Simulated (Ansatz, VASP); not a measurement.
## Y in VASP and in Ansatz

INCAR

```
SYSTEM = Y
ALGO = Normal ; EDIFF = 1E-6
EDIFFG = -0.01 ; ENCUT = 600
GGA = CA ; IBRION = 2
ISIF = 3 ; ISMEAR = 0
LASPH = .True. ; LCHARG = .False.
LREAL = .False. ; LWAVE = .False.
NELM = 80 ; NSW = 50
PREC = Accurate ; SIGMA = 0.05
```

File KPOINTS:

```
k-points
0
Gamma
  14 14 8
  0 0 0
```

File POSCAR:

```
Y
1.0
    3.5429590724      0.0000000000      0.0000000000
   -1.7714795362      3.0682925613      0.0000000000
    0.0000000000      0.0000000000      5.4981560679
Y
2
Direct
    0.3333333333      0.6666666667      0.7500000000
    0.6666666667      0.3333333333      0.2500000000
```

Input for Ansatz:

```yaml
crystal:
  lattice:
    - [3.5429590724, 0.0, 0.0]
    - [-1.7714795362, 3.0682925613, 0.0]
    - [0.0, 0.0, 5.4981560679]
  atoms:
    - { symbol: "Y", position: [0.3333333333, 0.6666666667, 0.75] }
    - { symbol: "Y", position: [0.6666666667, 0.3333333333, 0.25] }
basis:
  ecutwfc: 600
  ecutrho_ratio: 5
kpoints:
  mp_grid: { grid: [14, 14, 8] }
hamiltonian:
  xc: lda
scf:
  occupations: { method: gaussian, width: 0.05 }
output:
  forces: true
  stress: true
  eigenvalues: true
relax:
  f_tol: 0.01
  max_steps: 30
  cell: { stress_tol: 0.1 }
```

Alike in both runs: task relaxation of cell and atoms; functional LDA; k mesh 14 × 14 × 8; occupations gaussian, width 0.05 eV; no spin polarisation.

```csv
,VASP,Ansatz
version,VASP 6.6.1,Ansatz 0.2.0
potentials or method,"VASP PAW LDA potentials, release 64 (Y_sv), cutoff 600 eV","scalar-relativistic, plane waves, PAW"
valence electrons in the cell,22,22
```

```tsv
	VASP	Ansatz	Ansatz less VASP
relaxed volume (Å³/atom)	29.81	29.88	+0.076
relaxed cell length with the largest relative difference (Å)	5.492	5.498	+0.0058
```

LDA's correlation is that of Perdew and Zunger in VASP and of Perdew and Wang (1992) in Ansatz.
